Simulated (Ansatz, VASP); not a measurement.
# MnS: VASP beside Ansatz

The input POSCAR:

```
MnS
1.0
    0.0000000000      2.5513320201      2.5513320201
    2.5513320201      0.0000000000      2.5513320201
    2.5513320201      2.5513320201      0.0000000000
Mn S
1 1
Direct
    0.0000000000      0.0000000000      0.0000000000
    0.5000000000      0.5000000000      0.5000000000
```

INCAR.step1

```
PREC = Accurate
ENCUT = 520
ISMEAR = -1
SIGMA = 0.05
LREAL = F
LASPH = T
NELM = 150
ISPIN = 2
MAGMOM = 4 0
LMAXMIX = 4
NBANDS = 20
GGA = PE
ALGO = Normal
EDIFF = 1E-4
LWAVE = T
LCHARG = F
```

Contents of INCAR.step2:

```
PREC = Accurate
ENCUT = 520
EDIFF = 1E-6
ISMEAR = -1
SIGMA = 0.05
LREAL = F
LASPH = T
NELM = 150
ALGO = Normal
ISIF = 2
LWAVE = F
LCHARG = F
ISPIN = 2
MAGMOM = 4 0
LORBIT = 11
LMAXMIX = 4
METAGGA = R2SCAN
LMIXTAU = T
IVDW = 13
VDW_S6 = 1.0
VDW_S8 = 0.6018749
VDW_A1 = 0.51559235
VDW_A2 = 5.77342911
NBANDS = 20
ISTART = 1
```

File KPOINTS:

```
Automatic mesh
0
Gamma
  9 9 9
```

The input input.yaml:

```yaml
crystal:
  lattice:
    - [0.0, 2.5513320201, 2.5513320201]
    - [2.5513320201, 0.0, 2.5513320201]
    - [2.5513320201, 2.5513320201, 0.0]
  atoms:
    - { symbol: Mn, position: [0.0, 0.0, 0.0], spin: 4.0 }
    - { symbol: S, position: [0.5, 0.5, 0.5] }
hamiltonian:
  xc: r2scan
  pseudopotentials: { kind: paw }
  dispersion: d4
magnetization:
  spin_polarized: true
kpoints:
  mp_grid: { grid: [9, 9, 9] }
scf:
  occupations: { method: fermi_dirac, width: 0.05 }
output:
  forces: true
  stress: true
  eigenvalues: true
```

Alike in both runs: task single point; functional r2SCAN; dispersion D4; k mesh 9 × 9 × 9; occupations fermi-dirac, width 0.05 eV; collinear spin.

|  | VASP | Ansatz |
| --- | --- | --- |
| version | VASP 6.6.1 | Ansatz 0.2.0 |
| potentials or method | VASP PAW PBE potentials, release 64 (Mn_pv, S) | Ansatz PAW |
| plane-wave cutoff (eV) | 520 | 500 |
| valence electrons in the cell | 19 | 21 |

|  | VASP | Ansatz | Ansatz less VASP |
| --- | --- | --- | --- |
| gap on the k mesh at the Fermi level (eV) | none | none | - |
| pressure (GPa) | 3.8 | 3.8 | +0.01 |
| net moment per atom (μB) | 2.44 | 2.44 | 0.000 |
| size of the moment on the site where the two differ most (μB) | 4.42 | 4.35 | -0.071 |

VASP's potentials were made for PBE, not for r2SCAN. Site moments also hang on the region over which each program counts them. A gap of «none» marks a metal or a gap that the smearing closes. VASP's potentials hold 19 valence electrons a cell and Ansatz's 21, so a difference there can come from the potentials and not from the codes.

Noted on Ansatz's run: the magnetic or orbital state may not be the lowest.
